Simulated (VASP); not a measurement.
Input of a VASP 6.6.1 run:

File INCAR:

```
SYSTEM = Al2Au
PREC     = Accurate       ! precision mode
ENCUT    = 520            ! plane-wave cutoff, eV
EDIFF    = 1E-6           ! SCF threshold, eV
ISMEAR   = -1             ! smearing method
SIGMA    = 0.05           ! smearing width, eV
LREAL    = .FALSE.        ! projectors in reciprocal space
LASPH    = .TRUE.         ! aspherical terms in the spheres
NELM     = 60             ! most SCF steps
ALGO     = Normal         ! electronic algorithm
ISIF     = 2              ! what is computed and relaxed
LWAVE    = .FALSE.        ! write WAVECAR
LCHARG   = .FALSE.        ! write CHGCAR
GGA      = RP             ! functional
NBANDS   = 16             ! bands
```

The input KPOINTS:

```
Automatic mesh
0
G
  8 8 8
  0 0 0
```

Contents of POSCAR:

```
Al2Au
1.0
    0.0000000000      3.0491666901      3.0491666901
    3.0491666901      0.0000000000      3.0491666901
    3.0491666901      3.0491666901      0.0000000000
Au Al
1 2
Direct
    0.0000000000      0.0000000000      0.0000000000
    0.7500000000      0.7500000000      0.7500000000
    0.2500000000      0.2500000000      0.2500000000
```

Potentials or basis: VASP PAW PBE potentials, release 64 (Au, Al).

Command:

```console
$ cat potpaw_PBE.64/Au/POTCAR potpaw_PBE.64/Al/POTCAR > POTCAR
$ mpirun -np 1 vasp_std > vasp.out
```

**Question.** Predict the pressure.

**Answer.** -0.3 GPa.

Caveat: the PAW data sets were made with another functional, which shifts forces and pressure a little.
